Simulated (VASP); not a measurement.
# Sm3O (I4/mmm) in VASP: single point with PBE

Aim: the single point of Sm3O with PBE.

Everything below comes from runs of VASP 6.6.1. Logs are shortened: lines on timing, memory, paths and dates and some standing lists are left out, and cuts for length are marked.

### Step 1. The cell of the first run

It takes space group I4/mmm (No. 139, tetragonal). The conventional cell has a = 5.772 Å, b = 5.772 Å, c = 5.800 Å, α = 90.00°, β = 90.00°, γ = 90.00°. Sm (site symmetry mmm) has 4 Sm at 2.89 to 2.90 Å and 2 O at 2.89 Å within 3.8 Å. Sm (site symmetry 4/mmm) has 4 Sm at 2.89 Å and 2 O at 2.90 Å within 3.8 Å. O (site symmetry 4/mmm) has 6 Sm at 2.89 to 2.90 Å within 3.8 Å.

The cell was built from a structure type or drawn by symmetry, and may not be a known phase.

### Step 2. Single point, PBE

INCAR reads:

```
SYSTEM = Sm3O
  PREC = Accurate
  ENCUT = 600
  EDIFF = 1E-6
  ISMEAR = 0
  SIGMA = 0.1
  LREAL = .FALSE.
  LASPH = .TRUE.
  NELM = 200
  ALGO = Normal
  ISIF = 2
  LWAVE = .FALSE.
  LCHARG = .FALSE.
  GGA = PE
  NBANDS = 28
  GGA_COMPAT = .FALSE.
  LMAXMIX = 6
```

KPOINTS reads:

```
regular mesh
0
G
  12 12 12
  0 0 0
```

POSCAR reads:

```
Sm3O
1.0
   -2.8860683825      2.8860683825      2.8998361962
    2.8860683825     -2.8860683825      2.8998361962
    2.8860683825      2.8860683825     -2.8998361962
Sm O
3 1
Direct
    0.5000000000      0.0000000000      0.5000000000
    0.0000000000      0.5000000000      0.5000000000
    0.0000000000      0.0000000000      0.0000000000
    0.5000000000      0.5000000000      0.0000000000
```

Potentials or basis: VASP PAW PBE potentials, release 64 (Sm_3, O), 4f in core.

The run is started by

```console
$ cat potpaw_PBE.64/Sm_3/POTCAR potpaw_PBE.64/O/POTCAR > POTCAR
$ mpirun -np 1 vasp_std > vasp.out
```

OUTCAR:

```text
SYSTEM = Sm3O
   PREC = Accurate
   ENCUT = 600
   EDIFF = 1E-6
   ISMEAR = 0
   LREAL = .FALSE.
   LASPH = .TRUE.
   NELM = 200
   ISIF = 2
   GGA = PE

 ion  position               nearest neighbor table
   1  0.500  0.000  0.500-   3 2.89   4 2.89   4 2.89   3 2.89   2 2.90   2 2.90
   2  0.000  0.500  0.500-   3 2.89   4 2.89   3 2.89   4 2.89   1 2.90   1 2.90
   3  0.000  0.000  0.000-   1 2.89   2 2.89   2 2.89   1 2.89
   4  0.500  0.500  0.000-   1 2.89   2 2.89   1 2.89   2 2.89

  LATTYP: Found a body centered tetragonal cell.
 ALAT       =     5.7721367650
 C/A-ratio  =     1.0047704392

  Lattice vectors:

 A1 = (  -2.8860683825,   2.8860683825,   2.8998361962)
 A2 = (   2.8860683825,  -2.8860683825,   2.8998361962)
 A3 = (   2.8860683825,   2.8860683825,  -2.8998361962)

Analysis of symmetry for initial positions (statically):
=====================================================================
 Subroutine PRICEL returns:
 Original cell was already a primitive cell.

 Routine SETGRP: Setting up the symmetry group for a
 body centered tetragonal supercell.

 Subroutine GETGRP returns: Found 16 space group operations
 (whereof 16 operations were pure point group operations)
 out of a pool of 16 trial point group operations.

The static configuration has the point symmetry D_4h.

Analysis of symmetry for dynamics (positions and initial velocities):
=====================================================================
 Subroutine PRICEL returns:
 Original cell was already a primitive cell.

 Routine SETGRP: Setting up the symmetry group for a
 body centered tetragonal supercell.

 Subroutine GETGRP returns: Found 16 space group operations
 (whereof 16 operations were pure point group operations)
 out of a pool of 16 trial point group operations.

The dynamic configuration has the point symmetry D_4h.

 Subroutine INISYM returns: Found 16 space group operations
 (whereof 16 operations are pure point group operations),
 and found     1 'primitive' translations

----------------------------------------------------------------------------------------

                                     Primitive cell

  volume of cell :      96.6155

  direct lattice vectors                    reciprocal lattice vectors
    -2.886068382  2.886068382  2.899836196     0.000000000  0.173246068  0.172423532
     2.886068382 -2.886068382  2.899836196     0.173246068  0.000000000  0.172423532
     2.886068382  2.886068382 -2.899836196     0.173246068  0.173246068  0.000000000

  length of vectors
[... 82 lines left out ...]
   LSORBIT =      F    spin-orbit coupling
   LASPH  =      T    aspherical Exc in radial PAW
   ENCUT  =  600.0 eV  44.10 Ry    6.64 a.u.  10.00 10.00 10.00*2*pi/ulx,y,z
   NELM   =    200;   NELMIN=  2; NELMDL= -5     # of ELM steps
   EDIFF  = 0.1E-05   stopping-criterion for ELM
   LREAL  =      F    real-space projection
[... 7 lines left out ...]
   TEBEG  =    0.0;   TEEND  =   0.0 temperature during run
   PSTRESS=    0.0 pullay stress
   NELECT =      39.0000    total number of electrons
   NUPDOWN=      -1.0000    fix difference up-down
   EMIN   =  10.00;   EMAX   =-10.00  energy-range for DOS
   EFERMI =   0.00;   METHOD = LEGACY
   ISMEAR =     0;   SIGMA  =   0.10  broadening in eV -4-tet -1-fermi 0-gaus
   EFERMI_NEDOS =   21; number of points for ismear=-14 and -15
   IALGO  =     38    algorithm
   IMIX   =      4    mixing-type and parameters
     AMIX     =   0.40;   BMIX     =  1.00
     AMIX_MAG =   1.60;   BMIX_MAG =  1.00
  volume/ion in A,a.u.               =      24.15       163.00
  Fermi-wavevector in a.u.,A,eV,Ry     =   1.209894  2.286369 19.916813  1.463844
  Thomas-Fermi vector in A             =   2.345458
   LORBIT       =      0    0 simple, 1 ext, 2 COOP (PROOUT), +10 PAW based schemes
   GGA     = PE    functional components
   LHFCALC =     F    Hartree Fock is set to
   AEXX    =    0.0000 exact exchange contribution
   IVDW    =     0    specifies the selected vdW correction
   LEPSILON=     F    determine dielectric tensor
   LRPA    =     F    only Hartree local field effects (RPA)
 non-spin polarized calculation
 Gauss-broadening in eV      SIGMA  =   0.10
  energy-cutoff  :      600.00
  volume of cell :       96.62
 maximum number of plane-waves:      3300
   NGX = 19   NGY = 19   NGZ = 19

 number of electron      39.0000006 magnetization

 Free energy of the ion-electron system (eV)
  ---------------------------------------------------
  ext. energy  EPLUGINS =         0.00000000
  ---------------------------------------------------
  free energy    TOTEN  =       -18.81368823 eV

  energy without entropy =      -18.78717514  energy(sigma->0) =      -18.80043168

 E-fermi :   3.3086     XC(G=0): -10.2663

 val. band max:        3.3085814516   @ k =  -0.2500   0.4167   0.0833
 cond. band min:       3.3136459501   @ k =   0.1667   0.0833   0.0000
 fundamental gap:      0.0050644984
 Fermi energy:         3.3086281772

 k-point     1 :       0.0000    0.0000    0.0000
  band No.  band energies     occupation
      1     -37.8309      2.00000
      2     -37.2551      2.00000
      3     -37.2417      2.00000
      4     -18.4352      2.00000
      5     -18.4352      2.00000
      6     -18.3858      2.00000
[... 733 lines left out ...]
     27       7.3272      0.00000
     28       8.0846      0.00000

 [... further k-points ...]

------------------------ aborting loop because EDIFF is reached ----------------------------------------

  FORCE on cell =-STRESS in cart. coord.  units (eV):
  Direction    XX          YY          ZZ          XY          YZ          ZX
  --------------------------------------------------------------------------------------
  -------------------------------------------------------------------------------------
  Total        0.2589370      0.2589370      0.2432151      0.0000000      0.0000000     -0.0000000
  in kB        4.2939603      4.2939603      4.0332435      0.0000000      0.0000000     -0.0000000
  external PRESSURE =       4.2070547 kB  Pullay stress =       0.0000000 kB

 VOLUME and BASIS-vectors are now :
 -----------------------------------------------------------------------------
  energy-cutoff  :      600.00
  volume of cell :       96.62
      direct lattice vectors                 reciprocal lattice vectors
    -2.886068382  2.886068382  2.899836196     0.000000000  0.173246068  0.172423532
     2.886068382 -2.886068382  2.899836196     0.173246068  0.000000000  0.172423532
     2.886068382  2.886068382 -2.899836196     0.173246068  0.173246068  0.000000000

 POSITION                                       TOTAL-FORCE (eV/Angst)
 -----------------------------------------------------------------------------------
      0.00000      2.88607      0.00000         0.000000     -0.000000     -0.000000
      2.88607      0.00000      0.00000        -0.000000      0.000000     -0.000000
      0.00000      0.00000      0.00000         0.000000     -0.000000     -0.000000
      0.00000      0.00000      2.89984        -0.000000     -0.000000      0.000000
 -----------------------------------------------------------------------------------
    total drift:                               -0.000000     -0.000000      0.000000

  FREE ENERGIE OF THE ION-ELECTRON SYSTEM (eV)
  ---------------------------------------------------
  free  energy   TOTEN  =       -18.8136882264 eV

  energy  without entropy=      -18.7871751352  energy(sigma->0) =      -18.80043168
```

Wall time 4.5 min (1 thread of Intel Xeon Platinum 8488C (Sapphire Rapids), shared host); peak memory 0.57 GiB.

What came out:

```yaml
Free_energy: -18.8137 eV
Pressure: 0.4 GPa
Band_gap_on_the_k_mesh: zero (an odd number of electrons rules out a gap without spin polarisation)
```

Caveat: spin-orbit coupling is left out, which moves the levels of the heavy elements; the 4f electrons are frozen in the core, so they carry no moment and show no levels; an odd number of electrons without spin polarisation forces a metal; a magnetic or distorted state may lie lower; the run has no spin polarisation, though such a crystal can be magnetic.
